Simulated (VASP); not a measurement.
# Y: single point with PBEsol

The system is Y.

```
Y
1.0
     0.00000    3.36629    3.36629
     3.36629    0.00000    3.36629
     3.36629    3.36629    0.00000
Y
2
Direct
  0.12500 0.12500 0.12500
  0.87500 0.87500 0.87500
```

This isn't the form of Y at room conditions, which is hcp.

```json
{
 "Program": "VASP 6.6.1",
 "Task": "single point",
 "Functional": "PBEsol",
 "Potentials or basis": "VASP PAW PBE potentials, release 64 (Y_sv)",
 "Cutoff": "520 eV",
 "k mesh": "9 × 9 × 9",
 "Occupations": "fermi-dirac, width 0.1 eV",
 "Spin": "no spin polarisation"
}
```

```yaml
Pressure: 0.6 GPa
Band_gap_on_the_k_mesh: zero (bands 11 and 12 overlap by 0.67 eV)
```

Levels at points of the mesh, in eV from the Fermi level:
```tsv
k point	band 9	band 10	band 11	band 12	band 13	band 14
(0.00, 0.00, 0.00)	-3.75	-0.14	-0.14	0.59	0.59	0.59
```

Wall time 89 s on 1 thread of Intel Xeon 8259CL, on a shared host, peak memory 0.23 GiB.

Caveat: the PAW data sets were made with another functional, which shifts forces and pressure a little.
